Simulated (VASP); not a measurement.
# SnTe3 (Fm-3m) in VASP: settings compared

The runs below take SnTe3 through single point, with PBEsol, PBE, RPBE.

All numbers are computed with VASP 6.6.1; they aren't measurements. Logs are shortened: lines on timing, memory, paths and dates and some standing lists are left out, and cuts for length are marked.

## 1. The cell of the first run

Symmetry: Fm-3m, No. 225, cubic system. The conventional cell has a = 7.603 Å, b = 7.603 Å, c = 7.603 Å, α = 90.00°, β = 90.00°, γ = 90.00°. Within 4.3 Å of Sn (site symmetry m-3m) lie 14 Te at 3.29 to 3.80 Å. Te (site symmetry -43m) has 4 Sn at 3.29 Å and 10 Te at 3.29 to 3.80 Å within 4.3 Å. Within 4.3 Å of Te (site symmetry m-3m) lie 8 Te at 3.29 Å and 6 Sn at 3.80 Å.

## 2. Single point, PBEsol

INCAR

```
  PREC = Accurate
  ENCUT = 500
  EDIFF = 1E-6
  ISMEAR = -1
  SIGMA = 0.1
  LREAL = False
  LASPH = True
  NELM = 120
  ALGO = Normal
  ISIF = 2
  LWAVE = False
  LCHARG = False
  GGA = PS
  NBANDS = 24
  GGA_COMPAT = False
```

KPOINTS

```
regular mesh
0
Gamma
  4 4 4
```

POSCAR

```
SnTe3
1.0
    0.0000000000      3.8013876534      3.8013876534
    3.8013876534      0.0000000000      3.8013876534
    3.8013876534      3.8013876534      0.0000000000
Sn Te
1 3
Direct
    0.0000000000      0.0000000000      0.0000000000
    0.2500000000      0.2500000000      0.2500000000
    0.7500000000      0.7500000000      0.7500000000
    0.5000000000      0.5000000000      0.5000000000
```

Potentials or basis: VASP PAW PBE potentials, release 64 (Sn_d, Te).

Command:

```console
$ cat potpaw_PBE.64/Sn_d/POTCAR potpaw_PBE.64/Te/POTCAR > POTCAR
$ mpirun -np 1 vasp_std > vasp.out
```

OUTCAR:

```text
PREC = Accurate
   ENCUT = 500
   EDIFF = 1E-6
   ISMEAR = -1
   LREAL = False
   LASPH = True
   NELM = 120
   ISIF = 2
   GGA = PS

 ion  position               nearest neighbor table
   1  0.000  0.000  0.000-   2 3.29   3 3.29   3 3.29   3 3.29   3 3.29   2 3.29   2 3.29   2 3.29

   2  0.250  0.250  0.250-   1 3.29   4 3.29   1 3.29   1 3.29   1 3.29   4 3.29   4 3.29   4 3.29

   3  0.750  0.750  0.750-   1 3.29   4 3.29   4 3.29   4 3.29   4 3.29   1 3.29   1 3.29   1 3.29

   4  0.500  0.500  0.500-   2 3.29   3 3.29   2 3.29   2 3.29   2 3.29   3 3.29   3 3.29   3 3.29

  LATTYP: Found a face centered cubic cell.
 ALAT       =     7.6027753068

  Lattice vectors:

 A1 = (   0.0000000000,   3.8013876534,   3.8013876534)
 A2 = (   3.8013876534,   0.0000000000,   3.8013876534)
 A3 = (   3.8013876534,   3.8013876534,   0.0000000000)

Analysis of symmetry for initial positions (statically):
=====================================================================
 Subroutine PRICEL returns:
 Original cell was already a primitive cell.

 Routine SETGRP: Setting up the symmetry group for a
 face centered cubic supercell.

 Subroutine GETGRP returns: Found 48 space group operations
 (whereof 48 operations were pure point group operations)
 out of a pool of 48 trial point group operations.

The static configuration has the point symmetry O_h .

Analysis of symmetry for dynamics (positions and initial velocities):
=====================================================================
 Subroutine PRICEL returns:
 Original cell was already a primitive cell.

 Routine SETGRP: Setting up the symmetry group for a
 face centered cubic supercell.

 Subroutine GETGRP returns: Found 48 space group operations
 (whereof 48 operations were pure point group operations)
 out of a pool of 48 trial point group operations.

The dynamic configuration has the point symmetry O_h .

 Subroutine INISYM returns: Found 48 space group operations
 (whereof 48 operations are pure point group operations),
 and found     1 'primitive' translations

----------------------------------------------------------------------------------------

                                     Primitive cell

[... 64 lines left out ...]
   ions per type =               1   3
   NGX,Y,Z   is equivalent  to a cutoff of  12.37, 12.37, 12.37 a.u.
   NGXF,Y,Z  is equivalent  to a cutoff of  24.74, 24.74, 24.74 a.u.
 SYSTEM =  unknown system
   PREC   = accura    normal or accurate (medium, high low for compatibility)
   ISTART =      0    job   : 0-new  1-cont  2-samecut
   ICHARG =      2    charge: 1-file 2-atom 10-const
   ISPIN  =      1    spin polarized calculation?
   LNONCOLLINEAR =      F non collinear calculations
   LSORBIT =      F    spin-orbit coupling
   LASPH  =      T    aspherical Exc in radial PAW
   ENCUT  =  500.0 eV  36.75 Ry    6.06 a.u.   9.80  9.80  9.80*2*pi/ulx,y,z
   NELM   =    120;   NELMIN=  2; NELMDL= -5     # of ELM steps
   EDIFF  = 0.1E-05   stopping-criterion for ELM
   LREAL  =      F    real-space projection
[... 7 lines left out ...]
   TEBEG  =    0.0;   TEEND  =   0.0 temperature during run
   PSTRESS=    0.0 pullay stress
   NELECT =      32.0000    total number of electrons
   NUPDOWN=      -1.0000    fix difference up-down
   EMIN   =  10.00;   EMAX   =-10.00  energy-range for DOS
   EFERMI =   0.00;   METHOD = LEGACY
   ISMEAR =    -1;   SIGMA  =   0.10  broadening in eV -4-tet -1-fermi 0-gaus
   EFERMI_NEDOS =   21; number of points for ismear=-14 and -15
   IALGO  =     38    algorithm
   IMIX   =      4    mixing-type and parameters
     AMIX     =   0.40;   BMIX     =  1.00
     AMIX_MAG =   1.60;   BMIX_MAG =  1.00
  volume/ion in A,a.u.               =      27.47       185.35
  Fermi-wavevector in a.u.,A,eV,Ry     =   1.085191  2.050713 16.022745  1.177639
  Thomas-Fermi vector in A             =   2.221298
   LORBIT       =      0    0 simple, 1 ext, 2 COOP (PROOUT), +10 PAW based schemes
   GGA     = PS    functional components
   LHFCALC =     F    Hartree Fock is set to
   AEXX    =    0.0000 exact exchange contribution
   IVDW    =     0    specifies the selected vdW correction
   LEPSILON=     F    determine dielectric tensor
   LRPA    =     F    only Hartree local field effects (RPA)
 non-spin polarized calculation
  energy-cutoff  :      500.00
  volume of cell :      109.86
 maximum number of plane-waves:      2788
   NGX = 19   NGY = 19   NGZ = 19

 number of electron      31.9999995 magnetization

 Free energy of the ion-electron system (eV)
  ---------------------------------------------------
  ext. energy  EPLUGINS =         0.00000000
  ---------------------------------------------------
  free energy    TOTEN  =       -14.48899085 eV

  energy without entropy =      -14.36473024  energy(sigma->0) =      -14.42686055

 E-fermi :   8.2163     XC(G=0): -10.3660

 val. band max:        8.1978787183   @ k =   0.2500   0.2500   0.0000
 cond. band min:       8.2838150382   @ k =   0.5000   0.5000   0.0000
 fundamental gap:      0.0859363199
 Fermi energy:         8.2163109257

 k-point     1 :       0.0000    0.0000    0.0000
  band No.  band energies     occupation
      1     -13.2815      2.00000
      2     -13.2815      2.00000
      3     -13.2815      2.00000
      4     -13.2752      2.00000
      5     -13.2752      2.00000
      6      -5.6317      2.00000
[... 205 lines left out ...]
     23      14.9966      0.00000
     24      15.3489      0.00000

------------------------ aborting loop because EDIFF is reached ----------------------------------------

  FORCE on cell =-STRESS in cart. coord.  units (eV):
  Direction    XX          YY          ZZ          XY          YZ          ZX
  --------------------------------------------------------------------------------------
  -------------------------------------------------------------------------------------
  Total       -0.0014074     -0.0014074     -0.0014074      0.0000000     -0.0000000     -0.0000000
  in kB       -0.0205238     -0.0205238     -0.0205238      0.0000000     -0.0000000     -0.0000000
  external PRESSURE =      -0.0205238 kB  Pullay stress =       0.0000000 kB

 VOLUME and BASIS-vectors are now :
 -----------------------------------------------------------------------------
  energy-cutoff  :      500.00
  volume of cell :      109.86
      direct lattice vectors                 reciprocal lattice vectors
     0.000000000  3.801387653  3.801387653    -0.131530916  0.131530916  0.131530916
     3.801387653  0.000000000  3.801387653     0.131530916 -0.131530916  0.131530916
     3.801387653  3.801387653  0.000000000     0.131530916  0.131530916 -0.131530916

 POSITION                                       TOTAL-FORCE (eV/Angst)
 -----------------------------------------------------------------------------------
      0.00000      0.00000      0.00000         0.000000     -0.000000      0.000000
      1.90069      1.90069      1.90069        -0.000000     -0.000000     -0.000000
      5.70208      5.70208      5.70208         0.000000      0.000000      0.000000
      3.80139      3.80139      3.80139         0.000000      0.000000      0.000000
 -----------------------------------------------------------------------------------
    total drift:                               -0.000000      0.000000      0.000000

  FREE ENERGIE OF THE ION-ELECTRON SYSTEM (eV)
  ---------------------------------------------------
  free  energy   TOTEN  =       -14.4889908484 eV

  energy  without entropy=      -14.3647302425  energy(sigma->0) =      -14.42686055
```

stdout:

```text
POSCAR found type information on POSCAR SnTe
 POSCAR found :  2 types and       4 ions
 scaLAPACK will be used
 -----------------------------------------------------------------------------
|                                                                             |
|                                                                             |
|     You enforced a specific xc type in the INCAR file but a different       |
|     I HOPE YOU KNOW WHAT YOU ARE DOING!                                     |
|                                                                             |
 -----------------------------------------------------------------------------

 LDA part: xc-table for (Slater+PW92), standard interpolation
 POSCAR, INCAR and KPOINTS ok, starting setup
 FFT: planning ... GRIDC
 FFT: planning ... GRID_SOFT
 FFT: planning ... GRID
 WAVECAR not read
 entering main loop
```

Wall time 17 s (1 thread of Intel Xeon Platinum 8488C (Sapphire Rapids), shared host); peak memory 0.23 GiB.

Results:

* Free energy: -14.4890 eV
* Pressure: 0.0 GPa
* Band gap on the k mesh: zero (band 16 reaches 8.60 eV, above the bottom of band 17 at 6.22 eV)

Caveat: the PAW data sets were made with another functional, which shifts forces and pressure a little; spin-orbit coupling is left out, which moves the levels of the heavy elements.

## 3. Single point, PBE

This run uses another cell than the first one, of 29.06 Å³/atom, 1.058 times its volume.

INCAR

```
SYSTEM = SnTe3
ALGO = Normal ; EDIFF = 1E-6
ENCUT = 500 ; GGA = PE
GGA_COMPAT = .False. ; ISIF = 2
ISMEAR = -1 ; LASPH = .True.
LCHARG = .False. ; LREAL = .False.
LWAVE = .False. ; NBANDS = 24
NELM = 120 ; PREC = Accurate
SIGMA = 0.1
```

KPOINTS

```
k-points
0
Gamma
  4 4 4
  0 0 0
```

POSCAR

```
SnTe3
1.0
    0.0000000000      3.8736455331      3.8736455331
    3.8736455331      0.0000000000      3.8736455331
    3.8736455331      3.8736455331      0.0000000000
Sn Te
1 3
Direct
    0.0000000000      0.0000000000      0.0000000000
    0.2500000000      0.2500000000      0.2500000000
    0.7500000000      0.7500000000      0.7500000000
    0.5000000000      0.5000000000      0.5000000000
```

Potentials or basis: VASP PAW PBE potentials, release 64 (Sn_d, Te).

Command:

```console
$ cat potpaw_PBE.64/Sn_d/POTCAR potpaw_PBE.64/Te/POTCAR > POTCAR
$ mpirun -np 1 vasp_std > vasp.out
```

OUTCAR:

```text
SYSTEM = SnTe3
   EDIFF = 1E-6
   ENCUT = 500
   GGA = PE
   ISIF = 2
   ISMEAR = -1
   LASPH = .True.
   LREAL = .False.
   NELM = 120
   PREC = Accurate

 ion  position               nearest neighbor table
   1  0.000  0.000  0.000-   2 3.35   3 3.35   3 3.35   3 3.35   3 3.35   2 3.35   2 3.35   2 3.35

   2  0.250  0.250  0.250-   1 3.35   4 3.35   1 3.35   1 3.35   1 3.35   4 3.35   4 3.35   4 3.35

   3  0.750  0.750  0.750-   1 3.35   4 3.35   4 3.35   4 3.35   4 3.35   1 3.35   1 3.35   1 3.35

   4  0.500  0.500  0.500-   2 3.35   3 3.35   2 3.35   2 3.35   2 3.35   3 3.35   3 3.35   3 3.35

  LATTYP: Found a face centered cubic cell.
 ALAT       =     7.7472910662

  Lattice vectors:

 A1 = (   0.0000000000,   3.8736455331,   3.8736455331)
 A2 = (   3.8736455331,   0.0000000000,   3.8736455331)
 A3 = (   3.8736455331,   3.8736455331,   0.0000000000)

Analysis of symmetry for initial positions (statically):
=====================================================================
 Subroutine PRICEL returns:
 Original cell was already a primitive cell.
[... 153 lines left out ...]

  energy without entropy =      -12.57061604  energy(sigma->0) =      -12.63594932

 E-fermi :   7.5990     XC(G=0):  -9.9888

 val. band max:        7.3347996832   @ k =  -0.2500   0.5000   0.2500
 cond. band min:       7.6288308291   @ k =   0.5000   0.5000   0.0000
 fundamental gap:      0.2940311460
 Fermi energy:         7.5990389164

 k-point     1 :       0.0000    0.0000    0.0000
  band No.  band energies     occupation
      1     -14.0411      2.00000
      2     -14.0411      2.00000
      3     -14.0411      2.00000
      4     -14.0376      2.00000
      5     -14.0376      2.00000
      6      -5.7986      2.00000
[... 205 lines left out ...]
     23      14.3163      0.00000
     24      14.6462      0.00000

------------------------ aborting loop because EDIFF is reached ----------------------------------------

  FORCE on cell =-STRESS in cart. coord.  units (eV):
  Direction    XX          YY          ZZ          XY          YZ          ZX
  --------------------------------------------------------------------------------------
  -------------------------------------------------------------------------------------
  Total       -0.0454546     -0.0454546     -0.0454546      0.0000000      0.0000000      0.0000000
  in kB       -0.6264677     -0.6264677     -0.6264677      0.0000000      0.0000000      0.0000000
  external PRESSURE =      -0.6264677 kB  Pullay stress =       0.0000000 kB

 VOLUME and BASIS-vectors are now :
 -----------------------------------------------------------------------------
  energy-cutoff  :      500.00
  volume of cell :      116.25
      direct lattice vectors                 reciprocal lattice vectors
     0.000000000  3.873645533  3.873645533    -0.129077376  0.129077376  0.129077376
     3.873645533  0.000000000  3.873645533     0.129077376 -0.129077376  0.129077376
     3.873645533  3.873645533  0.000000000     0.129077376  0.129077376 -0.129077376

 POSITION                                       TOTAL-FORCE (eV/Angst)
 -----------------------------------------------------------------------------------
      0.00000      0.00000      0.00000         0.000000      0.000000     -0.000000
      1.93682      1.93682      1.93682        -0.000000      0.000000      0.000000
      5.81047      5.81047      5.81047        -0.000000     -0.000000     -0.000000
      3.87365      3.87365      3.87365         0.000000      0.000000     -0.000000
 -----------------------------------------------------------------------------------
    total drift:                               -0.000000      0.000000      0.000000

  FREE ENERGIE OF THE ION-ELECTRON SYSTEM (eV)
  ---------------------------------------------------
  free  energy   TOTEN  =       -12.7012826102 eV

  energy  without entropy=      -12.5706160367  energy(sigma->0) =      -12.63594932
```

Run time: 18 s. Hardware: 1 thread of Intel Xeon Platinum 8488C (Sapphire Rapids), shared host; peak memory 0.24 GiB.

What came out:

```
Free energy            : -12.7013 eV
Pressure               : -0.1 GPa
Band gap on the k mesh : zero (band 16 reaches 7.98 eV, above the bottom of band 17 at 5.79 eV)
```

Levels at points of the mesh, in eV from the Fermi level:
```tsv
k point	band 11	band 12	band 13	band 14	band 15	band 16	band 17	band 18	band 19	band 20
(0.00, 0.00, 0.00)	-3.26	-3.26	-3.26	-3.26	-3.26	-1.81	-1.81	-1.81	3.11	3.11
(0.50, 0.00, 0.00)	-4.16	-3.38	-3.38	-2.03	-1.93	0.38	0.38	1.24	1.81	1.81
(0.50, 0.50, 0.00)	-5.55	-1.56	-0.97	-0.58	-0.58	0.03	0.17	0.17	2.08	3.26
```

Caveat: spin-orbit coupling is left out, which moves the levels of the heavy elements.

## 4. Single point, RPBE

This run uses another cell than the first one, of 29.92 Å³/atom, 1.090 times its volume.

INCAR

```
SYSTEM = SnTe3
ALGO = Normal
EDIFF = 1E-6
ENCUT = 500
GGA = RP
GGA_COMPAT = .False.
ISIF = 2
ISMEAR = -1
LASPH = .True.
LCHARG = .False.
LREAL = .False.
LWAVE = .False.
NBANDS = 24
NELM = 120
PREC = Accurate
SIGMA = 0.1
```

KPOINTS is that of step 3.

POSCAR

```
SnTe3
1.0
    0.0000000000      3.9115952734      3.9115952734
    3.9115952734      0.0000000000      3.9115952734
    3.9115952734      3.9115952734      0.0000000000
Sn Te
1 3
Direct
    0.0000000000      0.0000000000      0.0000000000
    0.2500000000      0.2500000000      0.2500000000
    0.7500000000      0.7500000000      0.7500000000
    0.5000000000      0.5000000000      0.5000000000
```

Command:

```console
$ cat potpaw_PBE.64/Sn_d/POTCAR potpaw_PBE.64/Te/POTCAR > POTCAR
$ mpirun -np 1 vasp_std > vasp.out
```

Run time: 18 s. Hardware: 1 thread of Intel Xeon Platinum 8488C (Sapphire Rapids), shared host; peak memory 0.24 GiB.

The run converged. Its results:

```yaml
Free_energy: -11.1668 eV
Pressure: -0.1 GPa
Band_gap_on_the_k_mesh: zero (band 16 reaches 7.69 eV, above the bottom of band 17 at 5.60 eV)
```

Levels at points of the mesh, in eV from the Fermi level:
```
           k point  band 13  band 14  band 15  band 16  band 17  band 18
(0.00, 0.00, 0.00)    -3.13    -3.13    -3.13    -1.72    -1.72    -1.72
(0.50, 0.00, 0.00)    -3.24    -2.01    -1.90     0.37     0.37     1.16
(0.50, 0.50, 0.00)    -0.99    -0.57    -0.57     0.01     0.17     0.17
```

Caveat: the PAW data sets were made with another functional, which shifts forces and pressure a little; spin-orbit coupling is left out, which moves the levels of the heavy elements.

## 5. The runs side by side

| level | cell | gap on the mesh (eV) | pressure (GPa) |
| --- | --- | --- | --- |
| PBEsol | a = 5.376 Å, angles 60.0°, 4 atoms | none | 0.0 |
| PBE | a = 5.478 Å, angles 60.0°, 4 atoms | none | -0.1 |
| RPBE | a = 5.532 Å, angles 60.0°, 4 atoms | none | -0.1 |

Alike in all rows: task single point; potentials or basis VASP PAW PBE potentials, release 64 (Sn_d, Te); no spin polarisation; k mesh 4 × 4 × 4; cutoff (eV) 500; smearing fermi-dirac 0.1 eV.

Caveats: spin-orbit coupling is left out, which moves the levels of the heavy elements; the PAW data sets were made with another functional, which shifts forces and pressure a little (some runs).

Absolute energies hang on the potentials; compare differences alone.
